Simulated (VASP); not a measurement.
# SiNi (P6_3mc) in VASP: single point with PBE

Aim: the single point of SiNi with PBE.

All numbers are computed with VASP 6.6.1; they aren't measurements. Logs are shortened: lines on timing, memory, paths and dates and some standing lists are left out, and cuts for length are marked.

## 1. The cell of the first run

The structure is hexagonal, space group P6_3mc (No. 186). The conventional cell has a = 3.237 Å, b = 3.237 Å, c = 5.266 Å, α = 90.00°, β = 90.00°, γ = 120.00°. Within 2.6 Å of Si (site symmetry 3m) lie 4 Ni at 1.97 to 1.98 Å. Ni (site symmetry 3m) has 4 Si at 1.97 to 1.98 Å within 2.6 Å.

## 2. Single point, PBE

The input, INCAR:

```
SYSTEM = SiNi
ALGO = Normal
EDIFF = 1E-7
ENCUT = 520
GGA = PE
ISIF = 2
ISMEAR = -1
LASPH = .TRUE.
LCHARG = .TRUE.
LELF = .TRUE.
LREAL = .FALSE.
LVHAR = .TRUE.
LWAVE = .FALSE.
NBANDS = 22
NELM = 80
PREC = Accurate
SIGMA = 0.0443
```

The input, KPOINTS:

```
k-points
0
G
  12 12 7
  0 0 0
```

The input, POSCAR:

```
SiNi
1.0
    1.6187230000      2.8037090000      0.0000000000
   -1.6187230000      2.8037090000      0.0000000000
    0.0000000000      0.0000000000      5.2661770000
Si Ni
2 2
Direct
    0.6666700000      0.6666600000      0.0000000000
    0.3333400000      0.3333300000      0.5000000000
    0.6666700000      0.6666600000      0.3750000000
    0.3333400000      0.3333300000      0.8750000000
```

Potentials or basis: VASP PAW PBE potentials, release 64 (Si, Ni).

Started as:

```console
$ cat potpaw_PBE.64/Si/POTCAR potpaw_PBE.64/Ni/POTCAR > POTCAR
$ mpirun -np 1 vasp_std > vasp.out
```

OUTCAR:

```text
SYSTEM = SiNi
   EDIFF = 1E-7
   ENCUT = 520
   GGA = PE
   ISIF = 2
   ISMEAR = -1
   LASPH = .TRUE.
   LREAL = .FALSE.
   NELM = 80
   PREC = Accurate

 ion  position               nearest neighbor table
   1  0.667  0.667  0.000-   3 1.97   4 1.98   4 1.98   4 1.98
   2  0.333  0.333  0.500-   4 1.97   3 1.98   3 1.98   3 1.98
   3  0.667  0.667  0.375-   1 1.97   2 1.98   2 1.98   2 1.98
   4  0.333  0.333  0.875-   2 1.97   1 1.98   1 1.98   1 1.98

  LATTYP: Found a hexagonal cell.
 ALAT       =     3.2374447188
 C/A-ratio  =     1.6266461538

  Lattice vectors:

 A1 = (   1.6187230000,  -2.8037090000,   0.0000000000)
 A2 = (   1.6187230000,   2.8037090000,   0.0000000000)
 A3 = (   0.0000000000,   0.0000000000,   5.2661770000)

Analysis of symmetry for initial positions (statically):
=====================================================================
 Subroutine PRICEL returns:
 Original cell was already a primitive cell.

 Routine SETGRP: Setting up the symmetry group for a
 hexagonal supercell.

 Subroutine GETGRP returns: Found  4 space group operations
 (whereof  1 operations were pure point group operations)
 out of a pool of 24 trial point group operations.

The static configuration has the point symmetry C_1 .
 The point group associated with its full space group is C_2v.

Analysis of symmetry for dynamics (positions and initial velocities):
=====================================================================
 Subroutine PRICEL returns:
 Original cell was already a primitive cell.

 Routine SETGRP: Setting up the symmetry group for a
 hexagonal supercell.

 Subroutine GETGRP returns: Found  4 space group operations
 (whereof  1 operations were pure point group operations)
 out of a pool of 24 trial point group operations.

The dynamic configuration has the point symmetry C_1 .
 The point group associated with its full space group is C_2v.

 Subroutine INISYM returns: Found  4 space group operations
 (whereof  1 operations are pure point group operations),
 and found     1 'primitive' translations

----------------------------------------------------------------------------------------

                                     Primitive cell

  volume of cell :      47.8003

  direct lattice vectors                    reciprocal lattice vectors
     1.618723000  2.803709000  0.000000000     0.308885461  0.178335198  0.000000000
    -1.618723000  2.803709000  0.000000000    -0.308885461  0.178335198  0.000000000
     0.000000000  0.000000000  5.266177000     0.000000000  0.000000000  0.189891073

  length of vectors
[... 81 lines left out ...]
   LNONCOLLINEAR =      F non collinear calculations
   LSORBIT =      F    spin-orbit coupling
   LASPH  =      T    aspherical Exc in radial PAW
   ENCUT  =  520.0 eV  38.22 Ry    6.18 a.u.   6.02  6.02  9.79*2*pi/ulx,y,z
   NELM   =     80;   NELMIN=  2; NELMDL= -5     # of ELM steps
   EDIFF  = 0.1E-06   stopping-criterion for ELM
   LREAL  =      F    real-space projection
   EDIFFG = 0.1E-05   stopping-criterion for IOM
   NSW    =      0    number of steps for IOM
   IBRION =     -1    ionic relax: 0-MD 1-quasi-New 2-CG
   NFREE  =      0    steps in history (QN), initial steepest desc. (CG)
   ISIF   =      2    stress and relaxation
   ISYM   =      2    0-nonsym 1-usesym 2-fastsym
   POTIM  = 0.5000    time-step for ionic-motion
   TEBEG  =    0.0;   TEEND  =   0.0 temperature during run
   PSTRESS=    0.0 pullay stress
   NELECT =      28.0000    total number of electrons
   NUPDOWN=      -1.0000    fix difference up-down
   EMIN   =  10.00;   EMAX   =-10.00  energy-range for DOS
   EFERMI =   0.00;   METHOD = LEGACY
   ISMEAR =    -1;   SIGMA  =   0.04  broadening in eV -4-tet -1-fermi 0-gaus
   EFERMI_NEDOS =   21; number of points for ismear=-14 and -15
   IALGO  =     38    algorithm
   IMIX   =      4    mixing-type and parameters
     AMIX     =   0.40;   BMIX     =  1.00
     AMIX_MAG =   1.60;   BMIX_MAG =  1.00
  volume/ion in A,a.u.               =      11.95        80.64
  Fermi-wavevector in a.u.,A,eV,Ry     =   1.369779  2.588507 25.528540  1.876295
  Thomas-Fermi vector in A             =   2.495624
   LORBIT       =      0    0 simple, 1 ext, 2 COOP (PROOUT), +10 PAW based schemes
   GGA     = PE    functional components
   LHFCALC =     F    Hartree Fock is set to
   AEXX    =    0.0000 exact exchange contribution
   IVDW    =     0    specifies the selected vdW correction
   LEPSILON=     F    determine dielectric tensor
   LRPA    =     F    only Hartree local field effects (RPA)
 non-spin polarized calculation
  energy-cutoff  :      520.00
  volume of cell :       47.80
 maximum number of plane-waves:      1308
   NGX = 13   NGY = 13   NGZ = 19

 number of electron      27.9999974 magnetization

 Free energy of the ion-electron system (eV)
  ---------------------------------------------------
  ext. energy  EPLUGINS =         0.00000000
  ---------------------------------------------------
  free energy    TOTEN  =       -17.39682727 eV

  energy without entropy =      -17.38678103  energy(sigma->0) =      -17.39180415

 E-fermi :  10.2878     XC(G=0): -12.0348

 val. band max:       10.2739623851   @ k =  -0.0833   0.2500   0.2857
 cond. band min:      10.3057409390   @ k =  -0.2500   0.2500   0.4286
 fundamental gap:      0.0317785538
 Fermi energy:        10.2877759139

 k-point     1 :       0.0000    0.0000    0.0000
  band No.  band energies     occupation
      1      -2.3818      2.00000
      2       1.2485      2.00000
      3       3.8908      2.00000
      4       5.7608      2.00000
      5       5.8185      2.00000
      6       5.8186      2.00000
[... 589 lines left out ...]
     21      20.3130      0.00000
     22      20.5761      0.00000

 [... further k-points ...]
[... 5 lines left out ...]
  --------------------------------------------------------------------------------------
  -------------------------------------------------------------------------------------
  Total       22.0367267     22.0388499     22.4244386      0.0000000      0.0000000      0.0000000
  in kB      738.6296669    738.7008320    751.6250422      0.0000000      0.0000000      0.0000000
  external PRESSURE =     742.9851804 kB  Pullay stress =       0.0000000 kB

 VOLUME and BASIS-vectors are now :
 -----------------------------------------------------------------------------
  energy-cutoff  :      520.00
  volume of cell :       47.80
      direct lattice vectors                 reciprocal lattice vectors
     1.618723000  2.803709000  0.000000000     0.308885461  0.178335198  0.000000000
    -1.618723000  2.803709000  0.000000000    -0.308885461  0.178335198  0.000000000
     0.000000000  0.000000000  5.266177000     0.000000000  0.000000000  0.189891073

 POSITION                                       TOTAL-FORCE (eV/Angst)
 -----------------------------------------------------------------------------------
      0.00002      3.73827      0.00000         0.000000      0.000465     -0.399285
      0.00002      1.86915      2.63309         0.000000     -0.000465     -0.399285
      0.00002      3.73827      1.97482         0.000000      0.000476      0.399285
      0.00002      1.86915      4.60790         0.000000     -0.000476      0.399285
 -----------------------------------------------------------------------------------
    total drift:                               -0.000000     -0.000000      0.000205

  FREE ENERGIE OF THE ION-ELECTRON SYSTEM (eV)
  ---------------------------------------------------
  free  energy   TOTEN  =       -17.3968272674 eV

  energy  without entropy=      -17.3867810310  energy(sigma->0) =      -17.39180415
```

stdout:

```text
POSCAR found type information on POSCAR SiNi
 POSCAR found :  2 types and       4 ions
 scaLAPACK will be used
 LDA part: xc-table for (Slater+PW92), standard interpolation
 POSCAR, INCAR and KPOINTS ok, starting setup
 FFT: planning ... GRIDC
 FFT: planning ... GRID_SOFT
 FFT: planning ... GRID
 WAVECAR not read
 entering main loop
```

It took 2.5 min on 1 thread of Intel Xeon 8259CL, shared host; peak memory 0.28 GiB.

Results:

- Free energy: -17.3968 eV
- Pressure: 74.3 GPa
- Largest force: 0.399 eV/Å
- Band gap on the k mesh: zero (bands 14 and 15 overlap by 6.06 eV)

Forces in eV/Å, atoms in the order of the input:
```
Si   0.000  0.000 -0.399
Si   0.000  0.000 -0.399
Ni   0.000  0.000  0.399
Ni   0.000  0.000  0.399
```

Stress tensor (GPa, compression positive):
```
73.86  0.00  0.00
 0.00 73.87  0.00
 0.00  0.00 75.16
```

Caveat: the cell stands under pressure.
